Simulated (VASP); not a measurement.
Input of a VASP 6.6.1 run:

Contents of INCAR:

```
PREC = Accurate
ENCUT = 500
EDIFF = 1E-6
ISMEAR = 0
SIGMA = 0.1
LREAL = False
LASPH = True
NELM = 120
ALGO = Normal
ISIF = 2
LWAVE = False
LCHARG = True
GGA = PE
LELF = True
LVHAR = True
NBANDS = 12
GGA_COMPAT = False
```

Contents of KPOINTS:

```
regular mesh
0
Gamma
  6 6 6
```

Contents of POSCAR:

```
Al
1.0
    1.6725769931      0.9656627772      7.8498655861
   -1.6725769931      0.9656627772      7.8498655861
    0.0000000000     -1.9313255545      7.8498655861
Al
3
Direct
    0.0000000000      0.0000000000      0.0000000000
    0.2194543943      0.2194543943      0.2194543943
    0.7805456057      0.7805456057      0.7805456057
```

Potentials or basis: VASP PAW PBE potentials, release 64 (Al).

Command:

```bash
$ cat potpaw_PBE.64/Al/POTCAR > POTCAR
$ mpirun -np 1 vasp_std > vasp.out
```

Task: Predict the largest force.

Result: 0.046 eV/Å.

Task: Predict the pressure.

Result: -11.5 GPa.

Forces in eV/Å, atoms in the order of the input:
```
Al   0.000  0.000  0.000
Al   0.000  0.000  0.046
Al   0.000  0.000 -0.046
```

Caveat: the k points lie up to 0.36 Å⁻¹ apart; the cell differs from its parent crystal (Tl replaced by Al, lengths x 0.901, strained).
